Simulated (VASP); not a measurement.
# BN: single point with PBE

Crystal: BN.

```
B N
1.0
     2.41927    0.00000    0.00000
    -1.20963    2.09515    0.00000
     0.00000    0.00000    4.00397
B N
2 2
Direct
  0.66667 0.33333 0.99972
  0.33333 0.66667 0.49972
  0.66667 0.33333 0.62528
  0.33333 0.66667 0.12528
```

```
Program             : VASP 6.6.1
Task                : single point
Functional          : PBE
Potentials or basis : VASP PAW PBE potentials, release 64 (B, N)
Cutoff              : 520 eV
k mesh              : 12 × 12 × 8
Occupations         : gaussian, width 0.05 eV
Spin                : no spin polarisation
```

```
Pressure               : 82.0 GPa
Largest force          : 0.130 eV/Å
Band gap on the k mesh : 4.88 eV, indirect (least direct gap 8.99 eV)
```

Forces on the atoms (eV/Å):
```
B    0.000  0.000 -0.130
B    0.000  0.000 -0.130
N    0.000  0.000  0.130
N    0.000  0.000  0.130
```

Stress tensor (GPa, compression positive):
```
81.94  0.00  0.00
 0.00 81.94  0.00
 0.00  0.00 82.14
```

Levels at points of the mesh, in eV from the valence-band top:
```csv
k point,band 6,band 7,band 8,band 9,band 10,band 11
"(0.00, 0.00, 0.00)",-0.34,0.00,0.00,8.99,8.99,9.41
"(0.50, 0.00, 0.00)",-5.81,-5.24,-2.46,7.26,8.41,11.41
"(0.00, 0.00, 0.50)",-1.38,-1.38,-1.38,10.75,10.75,10.75
"(0.50, 0.00, 0.50)",-4.40,-4.12,-4.12,7.12,7.12,11.08
```

Wall time 15 s on 1 thread of Intel Xeon 6975P-C, on a shared host, peak memory 0.14 GiB.

A k mesh can miss the band edges. A hybrid or GW would open this gap; PBE tends to underestimate it.
